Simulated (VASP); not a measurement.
A run of VASP 6.6.1 is set up as follows.

The input INCAR:

```
SYSTEM = SrTiO3
PREC = Accurate ; ENCUT = 520
EDIFF = 1E-6 ; ISMEAR = 0
SIGMA = 0.1 ; LREAL = .False.
LASPH = .True. ; NELM = 150
ALGO = Normal ; ISIF = 2
LWAVE = .False. ; LCHARG = .False.
ISPIN = 2 ; MAGMOM = 0 1 0 0 0
LORBIT = 11 ; LMAXMIX = 4
GGA = PE ; NBANDS = 32
```

Contents of KPOINTS:

```
Automatic mesh
0
Gamma
  4 4 4
  0 0 0
```

Contents of POSCAR:

```
SrTiO3
1.0
    3.9127013100      0.0000000000      0.0000000000
    0.0000000000      3.9127013100      0.0000000000
    0.0000000000      0.0000000000      3.9127013100
Sr Ti O
1 1 3
Direct
    0.0000000000      0.0000000000      0.0000000000
    0.5000000000      0.5000000000      0.5000000000
    0.5000000000      0.0000000000      0.5000000000
    0.5000000000      0.5000000000      0.0000000000
    0.0000000000      0.5000000000      0.5000000000
```

Potentials or basis: VASP PAW PBE potentials, release 64 (Sr_sv, Ti_sv, O).

Run with:

```sh
$ cat potpaw_PBE.64/Sr_sv/POTCAR potpaw_PBE.64/Ti_sv/POTCAR potpaw_PBE.64/O/POTCAR > POTCAR
$ mpirun -np 1 vasp_std > vasp.out
```

**Question.** What does it give for the band gap on the k mesh?

**Answer.** 1.83 eV, indirect (least direct gap 2.19 eV).

**Question.** What does it give for the net moment?

**Answer.** 0.00 μB per cell.

**Question.** Estimate the pressure.

**Answer.** 3.9 GPa.

A k mesh can miss the band edges. PBE gaps usually lie below the measured ones, often by a third to a half.
